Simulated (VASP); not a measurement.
A run of VASP 6.6.1:

File INCAR:

```
PREC     = Accurate       # precision mode
ENCUT    = 520            # plane-wave cutoff, eV
EDIFF    = 1E-6           # SCF threshold, eV
ISMEAR   = 0              # smearing method
SIGMA    = 0.1            # smearing width, eV
LREAL    = False          # projectors in reciprocal space
LASPH    = True           # aspherical terms in the spheres
NELM     = 100            # most SCF steps
ALGO     = Fast           # electronic algorithm
ISIF     = 2              # what is computed and relaxed
LWAVE    = False          # write WAVECAR
LCHARG   = False          # write CHGCAR
GGA      = PE             # functional
NBANDS   = 60             # bands
```

KPOINTS

```
regular mesh
0
Gamma
  12 12 2
```

File POSCAR:

```
AlRu7
1.0
    2.7131896645      0.0000000000      0.0000000000
   -1.3565948323      2.3496911747      0.0000000000
    0.0000000000      0.0000000000     16.8178857739
Al Ru
1 7
Direct
    0.0000000000      0.0000000000      0.0000000000
    0.3333333333      0.6666666667      0.6268241247
    0.0000000000      0.0000000000      0.5000000000
    0.3333333333      0.6666666667      0.3731758753
    0.3333333333      0.6666666667      0.8771635702
    0.0000000000      0.0000000000      0.7518832680
    0.3333333333      0.6666666667      0.1228364298
    0.0000000000      0.0000000000      0.2481167320
```

Potentials or basis: VASP PAW PBE potentials, release 64 (Al, Ru_pv).

The run is started by

```bash
$ cat potpaw_PBE.64/Al/POTCAR potpaw_PBE.64/Ru_pv/POTCAR > POTCAR
$ mpirun -np 1 vasp_std > vasp.out
```

Hardware: 1 thread of Intel(R) Xeon(R) Platinum 8488C (Sapphire Rapids), with other jobs on the host.

Problem. How long does it take, and how much memory?

Solution. Wall time 7.6 min on 1 thread of Intel(R) Xeon(R) Platinum 8488C (Sapphire Rapids), with other jobs on the host, peak memory 0.32 GiB. Counts: scf iterations 22, k points 38.
